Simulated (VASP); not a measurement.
Set up this calculation in VASP 6.6.1, as the native input.

| Item | Value |
| --- | --- |
| Task | single point |
| Functional | PBE |
| Potentials or basis | VASP PAW PBE potentials, release 64 (Ni, Sb) |
| Cutoff | 520 eV |
| k mesh | 15 × 15 × 10 |
| Occupations | gaussian, width 0.1 eV |
| Spin | no spin polarisation |
| Dipole correction | no |
| Further INCAR settings | ALGO = Fast; EDIFF = 1e-06; NBANDS = 23 |

The structure of NiSb lies in POSCAR:

```
NiSb
1.0
    3.9747648906      0.0000000000      0.0000000000
   -1.9873824453      3.4422473694      0.0000000000
    0.0000000000      0.0000000000      5.1599242384
Ni Sb
2 2
Direct
    0.0000000000      0.0000000000      0.0000000000
    0.0000000000      0.0000000000      0.5000000000
    0.3333333333      0.6666666667      0.2500000000
    0.6666666667      0.3333333333      0.7500000000
```

These files were run (other wordings do the same):

INCAR

```
PREC = Accurate
ENCUT = 520
EDIFF = 1E-6
ISMEAR = 0
SIGMA = 0.1
LREAL = F
LASPH = T
NELM = 100
ALGO = Fast
ISIF = 2
LWAVE = F
LCHARG = T
GGA = PE
LELF = T
LVHAR = T
NBANDS = 23
```

KPOINTS

```
Automatic mesh
0
Gamma
  15 15 10
```

Potentials or basis: VASP PAW PBE potentials, release 64 (Ni, Sb).

Launch:

```console
$ cat potpaw_PBE.64/Ni/POTCAR potpaw_PBE.64/Sb/POTCAR > POTCAR
$ mpirun -np 1 vasp_std > vasp.out
```

It gave:

| Quantity | Value |
| --- | --- |
| Pressure | -0.3 GPa |
| Band gap on the k mesh | zero (bands 15 and 16 overlap by 3.22 eV) |

Caveat: spin-orbit coupling is left out, which moves the levels of the heavy elements.

Wall time 5.1 min on 1 thread of Intel(R) Xeon(R) Platinum 8259CL CPU @ 2.50GHz (Skylake/Cascade Lake), on a shared host, peak memory 0.36 GiB.
